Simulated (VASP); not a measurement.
# BN (Qingsongite): single point with PBE

Crystal: BN (Qingsongite).

```
CELL_PARAMETERS angstrom
0.00000 1.84787 1.84787
1.84787 0.00000 1.84787
1.84787 1.84787 0.00000
ATOMIC_POSITIONS crystal
B 0.00000 0.00000 0.00000
N 0.25000 0.25000 0.25000
```

This cell differs from its parent crystal: volume scaled by 1.06.

```json
{
 "Program": "VASP 6.6.1",
 "Task": "single point",
 "Functional": "PBE",
 "Potentials or basis": "VASP PAW PBE potentials, release 64 (B, N)",
 "Cutoff": "520 eV",
 "k mesh": "12 × 12 × 12",
 "Occupations": "gaussian, width 0.02 eV",
 "Spin": "no spin polarisation",
 "Dipole correction": "no",
 "Further INCAR settings": "ALGO = Normal; EDIFF = 1e-06; NBANDS = 11"
}
```

```
Pressure               : -19.3 GPa
Band gap on the k mesh : 4.39 eV, indirect (least direct gap 8.51 eV)
```

Levels at points of the mesh, in eV from the valence-band top:
```csv
k point,band 2,band 3,band 4,band 5,band 6,band 7
"(0.00, 0.00, 0.00)",0.00,0.00,0.00,8.50,8.50,8.50
"(0.50, 0.00, 0.00)",-10.10,-1.82,-1.82,9.30,10.34,10.34
"(0.50, 0.50, 0.00)",-8.50,-4.59,-4.59,4.39,8.85,16.92
```

Run time: 7.5 s on 1 thread of Intel(R) Xeon(R) Platinum 8259CL CPU @ 2.50GHz (Skylake/Cascade Lake), on a shared host, peak memory 0.12 GiB.

 A k mesh can miss the band edges.
